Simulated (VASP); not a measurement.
# K2S (Fm-3m) in VASP: single point with PBEsol

Aim: the single point of K2S with PBEsol.

Everything below comes from runs of VASP 6.6.1. Logs are shortened: lines on timing, memory, paths and dates and some standing lists are left out, and cuts for length are marked.

## 1. The cell of the first run

Symmetry: Fm-3m, No. 225, cubic system. Conventional cell: a = 7.391 Å, b = 7.391 Å, c = 7.391 Å, α = 90.00°, β = 90.00°, γ = 90.00°. Within 4.2 Å of K (site symmetry -43m) lie 4 S at 3.20 Å and 6 K at 3.70 Å. Within 4.2 Å of S (site symmetry m-3m) lie 8 K at 3.20 Å.

## 2. Single point, PBEsol

The input, INCAR:

```
PREC = Accurate ; ENCUT = 500
EDIFF = 1E-6 ; ISMEAR = -1
SIGMA = 0.03 ; LREAL = F
LASPH = T ; NELM = 120
ALGO = Normal ; ISIF = 2
LWAVE = F ; LCHARG = F
GGA = PS ; NBANDS = 19
GGA_COMPAT = F
```

The input, KPOINTS:

```
regular mesh
0
Gamma
  7 7 7
```

The input, POSCAR:

```
K2S
1.0
    0.0000000000      3.6955000000      3.6955000000
    3.6955000000      0.0000000000      3.6955000000
    3.6955000000      3.6955000000      0.0000000000
K S
2 1
Direct
    0.2500000000      0.2500000000      0.2500000000
    0.7500000000      0.7500000000      0.7500000000
    0.0000000000      0.0000000000      0.0000000000
```

Potentials or basis: VASP PAW PBE potentials, release 64 (K_sv, S).

Launch:

```sh
$ cat potpaw_PBE.64/K_sv/POTCAR potpaw_PBE.64/S/POTCAR > POTCAR
$ mpirun -np 1 vasp_std > vasp.out
```

OUTCAR:

```text
PREC = Accurate
   ENCUT = 500
   EDIFF = 1E-6
   ISMEAR = -1
   LREAL = F
   LASPH = T
   NELM = 120
   ISIF = 2
   GGA = PS

 ion  position               nearest neighbor table
   1  0.250  0.250  0.250-   3 3.20   3 3.20   3 3.20   3 3.20   2 3.70   2 3.70   2 3.70   2 3.70
                             2 3.70   2 3.70
   2  0.750  0.750  0.750-   3 3.20   3 3.20   3 3.20   3 3.20   1 3.70   1 3.70   1 3.70   1 3.70
                             1 3.70   1 3.70
   3  0.000  0.000  0.000-   1 3.20   2 3.20   2 3.20   2 3.20   2 3.20   1 3.20   1 3.20   1 3.20

  LATTYP: Found a face centered cubic cell.
 ALAT       =     7.3910000000

  Lattice vectors:

 A1 = (   0.0000000000,   3.6955000000,   3.6955000000)
 A2 = (   3.6955000000,   0.0000000000,   3.6955000000)
 A3 = (   3.6955000000,   3.6955000000,   0.0000000000)

Analysis of symmetry for initial positions (statically):
=====================================================================
 Subroutine PRICEL returns:
 Original cell was already a primitive cell.

 Routine SETGRP: Setting up the symmetry group for a
 face centered cubic supercell.

 Subroutine GETGRP returns: Found 48 space group operations
 (whereof 48 operations were pure point group operations)
 out of a pool of 48 trial point group operations.

The static configuration has the point symmetry O_h .

Analysis of symmetry for dynamics (positions and initial velocities):
=====================================================================
 Subroutine PRICEL returns:
 Original cell was already a primitive cell.

 Routine SETGRP: Setting up the symmetry group for a
 face centered cubic supercell.

 Subroutine GETGRP returns: Found 48 space group operations
 (whereof 48 operations were pure point group operations)
 out of a pool of 48 trial point group operations.

The dynamic configuration has the point symmetry O_h .

 Subroutine INISYM returns: Found 48 space group operations
 (whereof 48 operations are pure point group operations),
 and found     1 'primitive' translations

----------------------------------------------------------------------------------------

                                     Primitive cell

  volume of cell :     100.9368

  direct lattice vectors                    reciprocal lattice vectors
     0.000000000  3.695500000  3.695500000    -0.135299689  0.135299689  0.135299689
     3.695500000  0.000000000  3.695500000     0.135299689 -0.135299689  0.135299689
     3.695500000  3.695500000  0.000000000     0.135299689  0.135299689 -0.135299689

  length of vectors
     5.226226220  5.226226220  5.226226220     0.234345935  0.234345935  0.234345935

  position of ions in fractional coordinates (direct lattice)
     0.250000000  0.250000000  0.250000000
     0.750000000  0.750000000  0.750000000
     0.000000000  0.000000000  0.000000000

  ion indices of the primitive-cell ions
   primitive index   ion index
                 1           1
                 2           2
                 3           3

----------------------------------------------------------------------------------------

 KPOINTS: regular mesh

Automatic generation of k-mesh.
 Grid dimensions read from file:
 generate k-points for:    7    7    7

 Generating k-lattice:

  Cartesian coordinates                     Fractional coordinates (reciprocal lattice)
    -0.019328527  0.019328527  0.019328527     0.142857143  0.000000000  0.000000000
     0.019328527 -0.019328527  0.019328527     0.000000000  0.142857143  0.000000000
     0.019328527  0.019328527 -0.019328527     0.000000000  0.000000000  0.142857143

  Length of vectors
     0.033477991  0.033477991  0.033477991

  Shift w.r.t. Gamma in fractional coordinates (k-lattice)
     0.000000000  0.000000000  0.000000000

 Subroutine IBZKPT returns following result:
 ===========================================

 Found     20 irreducible k-points:

 Following reciprocal coordinates:
            Coordinates               Weight
  0.000000  0.000000  0.000000      1.000000
  0.142857  0.000000  0.000000      8.000000
  0.285714  0.000000  0.000000      8.000000
  0.428571  0.000000  0.000000      8.000000
  0.142857  0.142857  0.000000      6.000000
  0.285714  0.142857  0.000000     24.000000
[... 12 lines left out ...]
 -0.428571  0.428571  0.142857     24.000000
 -0.285714  0.428571  0.142857     24.000000
   k-points           NKPTS =     20   k-points in BZ     NKDIM =     20   number of bands    NBANDS=     19
   number of dos      NEDOS =    301   number of ions     NIONS =      3
   total plane-waves  NPLWV =  64000
   dimension x,y,z NGX =    40 NGY =   40 NGZ =   40
   dimension x,y,z NGXF=    80 NGYF=   80 NGZF=   80
   ions per type =               2   1
   NGX,Y,Z   is equivalent  to a cutoff of  12.72, 12.72, 12.72 a.u.
   NGXF,Y,Z  is equivalent  to a cutoff of  25.45, 25.45, 25.45 a.u.
 SYSTEM =  unknown system
   PREC   = accura    normal or accurate (medium, high low for compatibility)
   ISTART =      0    job   : 0-new  1-cont  2-samecut
   ICHARG =      2    charge: 1-file 2-atom 10-const
   ISPIN  =      1    spin polarized calculation?
   LNONCOLLINEAR =      F non collinear calculations
   LSORBIT =      F    spin-orbit coupling
   LASPH  =      T    aspherical Exc in radial PAW
   ENCUT  =  500.0 eV  36.75 Ry    6.06 a.u.   9.53  9.53  9.53*2*pi/ulx,y,z
   NELM   =    120;   NELMIN=  2; NELMDL= -5     # of ELM steps
   EDIFF  = 0.1E-05   stopping-criterion for ELM
   LREAL  =      F    real-space projection
   EDIFFG = 0.1E-04   stopping-criterion for IOM
   NSW    =      0    number of steps for IOM
   IBRION =     -1    ionic relax: 0-MD 1-quasi-New 2-CG
   NFREE  =      0    steps in history (QN), initial steepest desc. (CG)
   ISIF   =      2    stress and relaxation
   ISYM   =      2    0-nonsym 1-usesym 2-fastsym
   POTIM  = 0.5000    time-step for ionic-motion
   TEBEG  =    0.0;   TEEND  =   0.0 temperature during run
   PSTRESS=    0.0 pullay stress
   NELECT =      24.0000    total number of electrons
   NUPDOWN=      -1.0000    fix difference up-down
   EMIN   =  10.00;   EMAX   =-10.00  energy-range for DOS
   EFERMI =   0.00;   METHOD = LEGACY
   ISMEAR =    -1;   SIGMA  =   0.03  broadening in eV -4-tet -1-fermi 0-gaus
   EFERMI_NEDOS =   21; number of points for ismear=-14 and -15
   IALGO  =     38    algorithm
   IMIX   =      4    mixing-type and parameters
     AMIX     =   0.40;   BMIX     =  1.00
     AMIX_MAG =   1.60;   BMIX_MAG =  1.00
  volume/ion in A,a.u.               =      33.65       227.05
  Fermi-wavevector in a.u.,A,eV,Ry     =   1.014212  1.916583 13.995304  1.028626
  Thomas-Fermi vector in A             =   2.147426
   LORBIT       =      0    0 simple, 1 ext, 2 COOP (PROOUT), +10 PAW based schemes
   GGA     = PS    functional components
   LHFCALC =     F    Hartree Fock is set to
   AEXX    =    0.0000 exact exchange contribution
   IVDW    =     0    specifies the selected vdW correction
   LEPSILON=     F    determine dielectric tensor
   LRPA    =     F    only Hartree local field effects (RPA)
 non-spin polarized calculation
  energy-cutoff  :      500.00
  volume of cell :      100.94
 maximum number of plane-waves:      2637
 NGX is ok and might be reduce to    40
   NGX = 19   NGY = 19   NGZ = 19

 number of electron      23.9999996 magnetization

 Free energy of the ion-electron system (eV)
  ---------------------------------------------------
  ext. energy  EPLUGINS =         0.00000000
  ---------------------------------------------------
  free energy    TOTEN  =        -9.86170784 eV

  energy without entropy =       -9.86170784  energy(sigma->0) =       -9.86170784

 E-fermi :   0.3387     XC(G=0):  -7.5231

 val. band max:       -0.4353969377   @ k =  -0.4286   0.4286   0.0000
 cond. band min:       1.8611984572   @ k =   0.0000   0.0000   0.0000
 fundamental gap:      2.2965953949
 Fermi energy:         0.3387154250

 k-point     1 :       0.0000    0.0000    0.0000
  band No.  band energies     occupation
      1     -29.4510      2.00000
      2     -29.3644      2.00000
      3     -13.1155      2.00000
      4     -13.1155      2.00000
      5     -13.1155      2.00000
      6     -12.8679      2.00000
[... 11 lines left out ...]
     18       7.0395      0.00000
     19       7.9236      0.00000

 k-point     2 :       0.1429    0.0000    0.0000
  band No.  band energies     occupation
      1     -29.4465      2.00000
      2     -29.3685      2.00000
      3     -13.1110      2.00000
      4     -13.1049      2.00000
      5     -13.1049      2.00000
      6     -12.9027      2.00000
[... 11 lines left out ...]
     18       7.1563      0.00000
     19       7.5666      0.00000

 k-point     3 :       0.2857    0.0000    0.0000
  band No.  band energies     occupation
      1     -29.4341      2.00000
      2     -29.3801      2.00000
      3     -13.1045      2.00000
      4     -13.0743      2.00000
      5     -13.0743      2.00000
      6     -12.9733      2.00000
[... 11 lines left out ...]
     18       7.2443      0.00000
     19       7.2443      0.00000

 k-point     4 :       0.4286    0.0000    0.0000
  band No.  band energies     occupation
      1     -29.4163      2.00000
      2     -29.3971      2.00000
      3     -13.1092      2.00000
      4     -13.0280      2.00000
      5     -13.0280      2.00000
      6     -13.0165      2.00000
[... 11 lines left out ...]
     18       7.1616      0.00000
     19       7.3734      0.00000

 k-point     5 :       0.1429    0.1429    0.0000
  band No.  band energies     occupation
      1     -29.4453      2.00000
      2     -29.3696      2.00000
      3     -13.1279      2.00000
      4     -13.1279      2.00000
      5     -13.0572      2.00000
      6     -12.9633      2.00000
[... 11 lines left out ...]
     18       6.9965      0.00000
     19       7.0667      0.00000

 k-point     6 :       0.2857    0.1429    0.0000
  band No.  band energies     occupation
      1     -29.4363      2.00000
      2     -29.3779      2.00000
      3     -13.1369      2.00000
      4     -13.1267      2.00000
      5     -13.0512      2.00000
      6     -12.9994      2.00000
[... 11 lines left out ...]
     18       7.0216      0.00000
     19       7.5623      0.00000

 k-point     7 :       0.4286    0.1429    0.0000
  band No.  band energies     occupation
      1     -29.4214      2.00000
      2     -29.3919      2.00000
      3     -13.1639      2.00000
      4     -13.0998      2.00000
      5     -13.0943      2.00000
      6     -12.9424      2.00000
[... 11 lines left out ...]
     18       6.9224      0.00000
     19       7.5100      0.00000

 k-point     8 :      -0.4286    0.1429    0.0000
  band No.  band energies     occupation
      1     -29.4091      2.00000
      2     -29.4040      2.00000
      3     -13.1865      2.00000
      4     -13.0864      2.00000
      5     -13.0508      2.00000
      6     -12.9739      2.00000
[... 168 lines left out ...]
 k-point    16 :      -0.4286    0.4286    0.0000
  band No.  band energies     occupation
      1     -29.4177      2.00000
      2     -29.3947      2.00000
      3     -13.3245      2.00000
      4     -13.1715      2.00000
      5     -13.1653      2.00000
      6     -12.8475      2.00000
[... 11 lines left out ...]
     18       7.1499      0.00000
     19       7.3444      0.00000

 k-point    17 :       0.4286    0.2857    0.1429
  band No.  band energies     occupation
      1     -29.4269      2.00000
      2     -29.3865      2.00000
      3     -13.1946      2.00000
      4     -13.1291      2.00000
      5     -13.0940      2.00000
      6     -12.9317      2.00000
[... 11 lines left out ...]
     18       7.2019      0.00000
     19       7.4431      0.00000

 k-point    18 :      -0.4286    0.2857    0.1429
  band No.  band energies     occupation
      1     -29.4136      2.00000
      2     -29.3992      2.00000
      3     -13.2445      2.00000
      4     -13.1605      2.00000
      5     -13.0417      2.00000
      6     -12.9803      2.00000
[... 11 lines left out ...]
     18       6.9284      0.00000
     19       7.5748      0.00000

 k-point    19 :      -0.4286    0.4286    0.1429
  band No.  band energies     occupation
      1     -29.4166      2.00000
      2     -29.3959      2.00000
      3     -13.2999      2.00000
      4     -13.1913      2.00000
      5     -13.1137      2.00000
      6     -12.9005      2.00000
[... 11 lines left out ...]
     18       7.1359      0.00000
     19       7.4402      0.00000

 k-point    20 :      -0.2857    0.4286    0.1429
  band No.  band energies     occupation
      1     -29.4080      2.00000
      2     -29.4045      2.00000
      3     -13.2988      2.00000
      4     -13.1942      2.00000
      5     -13.0516      2.00000
      6     -12.9673      2.00000
[... 11 lines left out ...]
     18       6.9420      0.00000
     19       7.4503      0.00000

------------------------ aborting loop because EDIFF is reached ----------------------------------------

  FORCE on cell =-STRESS in cart. coord.  units (eV):
  Direction    XX          YY          ZZ          XY          YZ          ZX
  --------------------------------------------------------------------------------------
  -------------------------------------------------------------------------------------
  Total       -0.2418843     -0.2418843     -0.2418843     -0.0000000      0.0000000      0.0000000
  in kB       -3.8394467     -3.8394467     -3.8394467     -0.0000000      0.0000000      0.0000000
  external PRESSURE =      -3.8394467 kB  Pullay stress =       0.0000000 kB

 VOLUME and BASIS-vectors are now :
 -----------------------------------------------------------------------------
  energy-cutoff  :      500.00
  volume of cell :      100.94
      direct lattice vectors                 reciprocal lattice vectors
     0.000000000  3.695500000  3.695500000    -0.135299689  0.135299689  0.135299689
     3.695500000  0.000000000  3.695500000     0.135299689 -0.135299689  0.135299689
     3.695500000  3.695500000  0.000000000     0.135299689  0.135299689 -0.135299689

 POSITION                                       TOTAL-FORCE (eV/Angst)
 -----------------------------------------------------------------------------------
      1.84775      1.84775      1.84775        -0.000000     -0.000000     -0.000000
      5.54325      5.54325      5.54325         0.000000      0.000000      0.000000
      0.00000      0.00000      0.00000        -0.000000     -0.000000     -0.000000
 -----------------------------------------------------------------------------------
    total drift:                               -0.000000     -0.000000      0.000000

  FREE ENERGIE OF THE ION-ELECTRON SYSTEM (eV)
  ---------------------------------------------------
  free  energy   TOTEN  =        -9.8617078367 eV

  energy  without entropy=       -9.8617078366  energy(sigma->0) =       -9.86170784
```

Wall time 75 s (1 thread of Intel Xeon 8259CL, shared host); peak memory 0.25 GiB.

What came out:

| Quantity | Value |
| --- | --- |
| Free energy | -9.8617 eV |
| Pressure | -0.4 GPa |
| Band gap on the k mesh | 2.30 eV (least direct gap 2.50 eV) |

Caveat: the PAW data sets were made with another functional, which shifts forces and pressure a little; an odd mesh through Γ misses points on the zone boundary, where band edges can lie.
